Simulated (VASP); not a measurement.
# CaO (Fm-3m) in VASP: further runs

CaO is run at these levels: PBE, r2SCAN, HSE06; tasks: single point.

All numbers are computed with VASP 6.6.1; they aren't measurements. Logs are shortened: lines on timing, memory, paths and dates and some standing lists are left out, and cuts for length are marked.

### 1 The cell of the first run

It takes space group Fm-3m (No. 225, cubic). The conventional cell has a = 4.795 Å, b = 4.795 Å, c = 4.795 Å, α = 90.00°, β = 90.00°, γ = 90.00°. Ca (site symmetry m-3m) has 6 O at 2.40 Å within 3.2 Å. Within 3.2 Å of O (site symmetry m-3m) lie 6 Ca at 2.40 Å.

### 2 Single point, PBE

Contents of INCAR:

```
PREC = Accurate
ENCUT = 520
EDIFF = 1E-7
ISMEAR = 0
SIGMA = 0.01
LREAL = False
LASPH = True
NELM = 80
ALGO = Normal
ISIF = 2
LWAVE = False
LCHARG = False
GGA = PE
NBANDS = 15
```

Contents of KPOINTS:

```
regular mesh
0
Gamma
  8 8 8
```

Contents of POSCAR:

```
CaO
1.0
    0.0000000000      2.3975473901      2.3975473901
    2.3975473901      0.0000000000      2.3975473901
    2.3975473901      2.3975473901      0.0000000000
Ca O
1 1
Direct
    0.0000000000      0.0000000000      0.0000000000
    0.5000000000      0.5000000000      0.5000000000
```

Potentials or basis: VASP PAW PBE potentials, release 64 (Ca_sv, O).

Started as:

```bash
$ cat potpaw_PBE.64/Ca_sv/POTCAR potpaw_PBE.64/O/POTCAR > POTCAR
$ mpirun -np 1 vasp_std > vasp.out
```

OUTCAR:

```text
PREC = Accurate
   ENCUT = 520
   EDIFF = 1E-7
   ISMEAR = 0
   LREAL = False
   LASPH = True
   NELM = 80
   ISIF = 2
   GGA = PE

 ion  position               nearest neighbor table
   1  0.000  0.000  0.000-   2 2.40   2 2.40   2 2.40   2 2.40   2 2.40   2 2.40
   2  0.500  0.500  0.500-   1 2.40   1 2.40   1 2.40   1 2.40   1 2.40   1 2.40

  LATTYP: Found a face centered cubic cell.
 ALAT       =     4.7950947802

  Lattice vectors:

 A1 = (   0.0000000000,   2.3975473901,   2.3975473901)
 A2 = (   2.3975473901,   0.0000000000,   2.3975473901)
 A3 = (   2.3975473901,   2.3975473901,   0.0000000000)

Analysis of symmetry for initial positions (statically):
=====================================================================
 Subroutine PRICEL returns:
 Original cell was already a primitive cell.

 Routine SETGRP: Setting up the symmetry group for a
 face centered cubic supercell.

 Subroutine GETGRP returns: Found 48 space group operations
 (whereof 48 operations were pure point group operations)
 out of a pool of 48 trial point group operations.

The static configuration has the point symmetry O_h .

Analysis of symmetry for dynamics (positions and initial velocities):
=====================================================================
 Subroutine PRICEL returns:
 Original cell was already a primitive cell.

 Routine SETGRP: Setting up the symmetry group for a
 face centered cubic supercell.

 Subroutine GETGRP returns: Found 48 space group operations
 (whereof 48 operations were pure point group operations)
 out of a pool of 48 trial point group operations.

The dynamic configuration has the point symmetry O_h .

 Subroutine INISYM returns: Found 48 space group operations
 (whereof 48 operations are pure point group operations),
 and found     1 'primitive' translations

----------------------------------------------------------------------------------------

                                     Primitive cell

  volume of cell :      27.5633

  direct lattice vectors                    reciprocal lattice vectors
     0.000000000  2.397547390  2.397547390    -0.208546451  0.208546451  0.208546451
     2.397547390  0.000000000  2.397547390     0.208546451 -0.208546451  0.208546451
     2.397547390  2.397547390  0.000000000     0.208546451  0.208546451 -0.208546451

  length of vectors
     3.390644036  3.390644036  3.390644036     0.361213049  0.361213049  0.361213049

  position of ions in fractional coordinates (direct lattice)
     0.000000000  0.000000000  0.000000000
     0.500000000  0.500000000  0.500000000

  ion indices of the primitive-cell ions
[... 88 lines left out ...]
   EMIN   =  10.00;   EMAX   =-10.00  energy-range for DOS
   EFERMI =   0.00;   METHOD = LEGACY
   ISMEAR =     0;   SIGMA  =   0.01  broadening in eV -4-tet -1-fermi 0-gaus
   EFERMI_NEDOS =   21; number of points for ismear=-14 and -15
   IALGO  =     38    algorithm
   IMIX   =      4    mixing-type and parameters
     AMIX     =   0.40;   BMIX     =  1.00
     AMIX_MAG =   1.60;   BMIX_MAG =  1.00
  volume/ion in A,a.u.               =      13.78        93.00
  Fermi-wavevector in a.u.,A,eV,Ry     =   1.365644  2.580694 25.374656  1.864985
  Thomas-Fermi vector in A             =   2.491855
   LORBIT       =      0    0 simple, 1 ext, 2 COOP (PROOUT), +10 PAW based schemes
   GGA     = PE    functional components
   LHFCALC =     F    Hartree Fock is set to
   AEXX    =    0.0000 exact exchange contribution
   IVDW    =     0    specifies the selected vdW correction
   LEPSILON=     F    determine dielectric tensor
   LRPA    =     F    only Hartree local field effects (RPA)
 non-spin polarized calculation
 Gauss-broadening in eV      SIGMA  =   0.01
  energy-cutoff  :      520.00
  volume of cell :       27.56
 maximum number of plane-waves:       754
 NGX is ok and might be reduce to    28
   NGX = 13   NGY = 13   NGZ = 13

 number of electron      15.9999997 magnetization

 Free energy of the ion-electron system (eV)
  ---------------------------------------------------
  ext. energy  EPLUGINS =         0.00000000
  ---------------------------------------------------
  free energy    TOTEN  =       -12.79770407 eV

  energy without entropy =      -12.79770407  energy(sigma->0) =      -12.79770407

 E-fermi :   2.4603     XC(G=0): -10.5100

 val. band max:        2.3897761579   @ k =   0.0000   0.0000   0.0000
 cond. band min:       6.0234611523   @ k =   0.5000   0.5000   0.0000
 fundamental gap:      3.6336849944
 Fermi energy:         2.4603360114

 k-point     1 :       0.0000    0.0000    0.0000
  band No.  band energies     occupation
      1     -35.2177      2.00000
      2     -15.9764      2.00000
      3     -15.9764      2.00000
      4     -15.9764      2.00000
      5     -13.1563      2.00000
      6       2.3898      2.00000
      7       2.3898      2.00000
      8       2.3898      2.00000
      9       7.1607      0.00000
     10       8.6330      0.00000
     11       8.6330      0.00000
     12       8.6330      0.00000
     13      10.1490      0.00000
     14      10.1490      0.00000
[... 401 lines left out ...]
      2     -16.8897      2.00000
      3     -16.2211      2.00000
      4     -16.1048      2.00000
      5     -12.2179      2.00000
      6       0.3280      2.00000
      7       1.2549      2.00000
      8       1.3236      2.00000
      9       9.1665      0.00000
     10       9.2471      0.00000
     11      11.1879      0.00000
     12      11.3824      0.00000
     13      12.6544      0.00000
     14      14.3777      0.00000
     15      16.3163      0.00000

 [... further k-points ...]

------------------------ aborting loop because EDIFF is reached ----------------------------------------

  FORCE on cell =-STRESS in cart. coord.  units (eV):
  Direction    XX          YY          ZZ          XY          YZ          ZX
  --------------------------------------------------------------------------------------
  -------------------------------------------------------------------------------------
  Total        0.5298280      0.5298280      0.5298280      0.0000000      0.0000000     -0.0000000
  in kB       30.7973873     30.7973873     30.7973873      0.0000000      0.0000000     -0.0000000
  external PRESSURE =      30.7973873 kB  Pullay stress =       0.0000000 kB

 VOLUME and BASIS-vectors are now :
 -----------------------------------------------------------------------------
  energy-cutoff  :      520.00
  volume of cell :       27.56
      direct lattice vectors                 reciprocal lattice vectors
     0.000000000  2.397547390  2.397547390    -0.208546451  0.208546451  0.208546451
     2.397547390  0.000000000  2.397547390     0.208546451 -0.208546451  0.208546451
     2.397547390  2.397547390  0.000000000     0.208546451  0.208546451 -0.208546451

 POSITION                                       TOTAL-FORCE (eV/Angst)
 -----------------------------------------------------------------------------------
      0.00000      0.00000      0.00000         0.000000     -0.000000     -0.000000
      2.39755      2.39755      2.39755        -0.000000      0.000000      0.000000
 -----------------------------------------------------------------------------------
    total drift:                                0.000000      0.000000      0.000000

  FREE ENERGIE OF THE ION-ELECTRON SYSTEM (eV)
  ---------------------------------------------------
  free  energy   TOTEN  =       -12.7977040670 eV

  energy  without entropy=      -12.7977040670  energy(sigma->0) =      -12.79770407
```

stdout:

```text
POSCAR found type information on POSCAR CaO
 POSCAR found :  2 types and       2 ions
 scaLAPACK will be used
 LDA part: xc-table for (Slater+PW92), standard interpolation
 POSCAR, INCAR and KPOINTS ok, starting setup
 FFT: planning ... GRIDC
 FFT: planning ... GRID_SOFT
 FFT: planning ... GRID
 WAVECAR not read
 entering main loop
```

Wall time 12 s (1 thread of Intel Xeon Platinum 8488C (Sapphire Rapids), shared host); peak memory 0.15 GiB.

Results:

| Quantity | Value |
| --- | --- |
| Free energy | -12.7977 eV |
| Pressure | 3.1 GPa |
| Band gap on the k mesh | 3.63 eV (least direct gap 4.01 eV) |

Caveat: the cell stands under pressure. A k mesh can miss the band edges.

### 3 Single point, r2SCAN

POSCAR is that of step 2.

Contents of INCAR.step1:

```
SYSTEM = CaO
PREC     = Accurate       ! precision mode
ENCUT    = 520            ! plane-wave cutoff, eV
ISMEAR   = 0              ! smearing method
SIGMA    = 0.01           ! smearing width, eV
LREAL    = .FALSE.        ! projectors in reciprocal space
LASPH    = .TRUE.         ! aspherical terms in the spheres
NELM     = 60             ! most SCF steps
NBANDS   = 15             ! bands
GGA      = PE             ! functional
ALGO     = Normal         ! electronic algorithm
EDIFF    = 1E-4           ! SCF threshold, eV
LWAVE    = .TRUE.         ! write WAVECAR
LCHARG   = .FALSE.        ! write CHGCAR
```

Contents of INCAR.step2:

```
SYSTEM = CaO
PREC     = Accurate       ! precision mode
ENCUT    = 520            ! plane-wave cutoff, eV
EDIFF    = 1E-6           ! SCF threshold, eV
ISMEAR   = 0              ! smearing method
SIGMA    = 0.01           ! smearing width, eV
LREAL    = .FALSE.        ! projectors in reciprocal space
LASPH    = .TRUE.         ! aspherical terms in the spheres
NELM     = 60             ! most SCF steps
ALGO     = Normal         ! electronic algorithm
ISIF     = 2              ! what is computed and relaxed
LWAVE    = .FALSE.        ! write WAVECAR
LCHARG   = .FALSE.        ! write CHGCAR
METAGGA  = R2SCAN         ! meta-GGA
LMIXTAU  = .TRUE.       
NBANDS   = 15             ! bands
ISTART   = 1
```

Contents of KPOINTS:

```
regular mesh
0
G
  8 8 8
  0 0 0
```

Potentials or basis: VASP PAW PBE potentials, release 64 (Ca_sv, O).

Started as:

```bash
$ cat potpaw_PBE.64/Ca_sv/POTCAR potpaw_PBE.64/O/POTCAR > POTCAR
$ cp INCAR.step1 INCAR
$ mpirun -np 1 vasp_std > vasp.out
$ cp INCAR.step2 INCAR
$ mpirun -np 1 vasp_std > vasp.out
```

Wall time 42 s (1 thread of Intel Xeon Platinum 8488C (Sapphire Rapids), shared host); peak memory 0.17 GiB.

The run converged. Its results:

| Property | Result |
| --- | --- |
| Free energy | -19.4530 eV |
| Pressure | 1.0 GPa |
| Band gap on the k mesh | 4.19 eV (least direct gap 4.56 eV) |

Levels at points of the mesh, in eV from the valence-band top:
```
           k point  band 4  band 5  band 6  band 7  band 8  band 9  band 10  band 11  band 12  band 13
(0.00, 0.00, 0.00)  -18.91  -16.49    0.00    0.00    0.00    5.49     6.87     6.87     6.87     8.48
(0.50, 0.00, 0.00)  -18.96  -15.18   -2.62   -1.21   -1.21    7.73     9.09     9.09     9.27    11.25
(0.50, 0.50, 0.00)  -19.14  -16.27   -1.29   -0.37   -0.37    4.19     8.82     9.67    10.28    10.28
```

Caveat: the PAW data sets were made with another functional, which shifts forces and pressure a little. A k mesh can miss the band edges.

### 4 Single point, HSE06

POSCAR is that of step 3.

Contents of INCAR.step1:

```
SYSTEM = CaO
PREC = Accurate
ENCUT = 520
EDIFF = 1E-5
ISMEAR = 0
SIGMA = 0.01
LREAL = .False.
LASPH = .True.
NELM = 100
ALGO = Normal
ISIF = 2
LWAVE = .True.
LCHARG = .False.
NBANDS = 15
GGA = PE
```

Contents of INCAR.step2:

```
SYSTEM = CaO
PREC = Accurate
ENCUT = 520
EDIFF = 1E-6
ISMEAR = 0
SIGMA = 0.01
LREAL = .False.
LASPH = .True.
NELM = 100
ALGO = Normal
ISIF = 2
LWAVE = .False.
LCHARG = .False.
GGA = PE
LHFCALC = .True.
HFSCREEN = 0.2079
PRECFOCK = Normal
NBANDS = 15
ISTART = 1
```

Contents of KPOINTS:

```
regular mesh
0
Gamma
  6 6 6
  0 0 0
```

Started as:

```bash
$ cat potpaw_PBE.64/Ca_sv/POTCAR potpaw_PBE.64/O/POTCAR > POTCAR
$ cp INCAR.step1 INCAR
$ mpirun -np 1 vasp_std > vasp.out
$ cp INCAR.step2 INCAR
$ mpirun -np 1 vasp_std > vasp.out
```

It took 21 min on 1 thread of Intel Xeon Platinum 8488C (Sapphire Rapids), shared host; peak memory 0.26 GiB.

Results (log left out):

- Free energy: -14.8774 eV
- Pressure: 1.0 GPa
- Band gap on the k mesh: 5.29 eV (least direct gap 5.72 eV)

Levels at points of the mesh, in eV from the valence-band top:
```tsv
k point	band 4	band 5	band 6	band 7	band 8	band 9	band 10	band 11	band 12	band 13
(0.00, 0.00, 0.00)	-19.44	-17.05	0.00	0.00	0.00	6.28	8.21	8.21	8.21	9.85
(0.50, 0.00, 0.00)	-19.49	-15.61	-2.83	-1.28	-1.28	9.08	10.12	10.64	10.64	12.91
(0.50, 0.50, 0.00)	-19.69	-16.79	-1.44	-0.42	-0.42	5.29	10.20	11.18	11.99	11.99
```

Caveat: the PAW data sets were made with another functional, which shifts forces and pressure a little. A k mesh can miss the band edges.

### 5 Summary

```csv
level,k mesh,grid for exact exchange (PRECFOCK),share of exact exchange,screening parameter,gap on the mesh (eV),pressure (GPa)
PBE,8 × 8 × 8,-,-,-,3.63,3.1
r2SCAN,8 × 8 × 8,-,-,-,4.19,1.0
HSE06,6 × 6 × 6,Normal,0.25,0.2079 1/Å,5.29,1.0
```

Alike in all rows: task single point; potentials or basis VASP PAW PBE potentials, release 64 (Ca_sv, O); no spin polarisation; cell as given; cutoff (eV) 520; smearing gaussian 0.01 eV.

On the cell as given the gap runs from 3.63 eV (PBE) to 5.29 eV (HSE06); the meshes differ, which moves gaps too. The pressure there spans 1.0 GPa (HSE06) to 3.1 GPa (PBE); a positive pressure means that this level wants a larger cell, a negative one a smaller.

Caveats: the PAW data sets were made with another functional, which shifts forces and pressure a little (at least some runs); the cell stands under pressure (at least some runs).

Absolute energies hang on the potentials; compare differences alone.
